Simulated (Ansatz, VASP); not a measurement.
## Be in VASP and in Ansatz

Contents of INCAR:

```
SYSTEM = Be
  PREC = Accurate
  ENCUT = 600
  EDIFF = 1E-6
  ISMEAR = -1
  SIGMA = 0.1
  LREAL = .False.
  LASPH = .True.
  NELM = 120
  ALGO = Normal
  ISIF = 2
  LWAVE = .False.
  LCHARG = .False.
  NBANDS = 7
  GGA_COMPAT = .False.
```

The input KPOINTS:

```
Automatic mesh
0
Gamma
  21 21 21
  0 0 0
```

The input POSCAR:

```
Be
1.0
    1.8061325457      0.0000000000      0.0000000000
    0.0000000000      1.8061325457      0.0000000000
    0.0000000000      0.0000000000      1.8061325457
Be
1
Direct
    0.0000000000      0.0000000000      0.0000000000
```

Input for Ansatz:

```yaml
crystal:
  lattice:
    - [1.8061325457, 0.0, 0.0]
    - [0.0, 1.8061325457, 0.0]
    - [0.0, 0.0, 1.8061325457]
  atoms:
    - { symbol: Be, position: [0.0, 0.0, 0.0] }
kpoints:
  mp_grid: { grid: [21, 21, 21] }
scf:
  occupations: { method: fermi_dirac, width: 0.1 }
hamiltonian:
  xc: lda
  pseudopotentials: { kind: paw }
output:
  forces: true
  stress: true
  eigenvalues: true
  populations: true
```

Change from the starting cell: volume scaled by 0.6, PAW files.

Alike in both runs: task single point; functional LDA; k mesh 21 × 21 × 21; occupations fermi-dirac, width 0.1 eV; no spin polarisation.

|  | VASP | Ansatz |
| --- | --- | --- |
| version | VASP 6.6.1 | Ansatz 0.2.0 |
| potentials or method | VASP PAW LDA potentials, release 64 (Be) | PAW with Ansatz's default frozen-core files, scalar-relativistic |
| plane-wave cutoff (eV) | 600 | 420 |
| valence electrons in the cell | 2 | 2 |

```tsv
	VASP	Ansatz	Ansatz less VASP
pressure (GPa)	93.9	92.9	-0.95
```

LDA's correlation is that of Perdew and Zunger in VASP and of Perdew and Wang (1992) in Ansatz. Both programs put the cell under a high pressure, so it lies far from rest at this level.

Noted on VASP's run: the cell as given lies far from equilibrium.
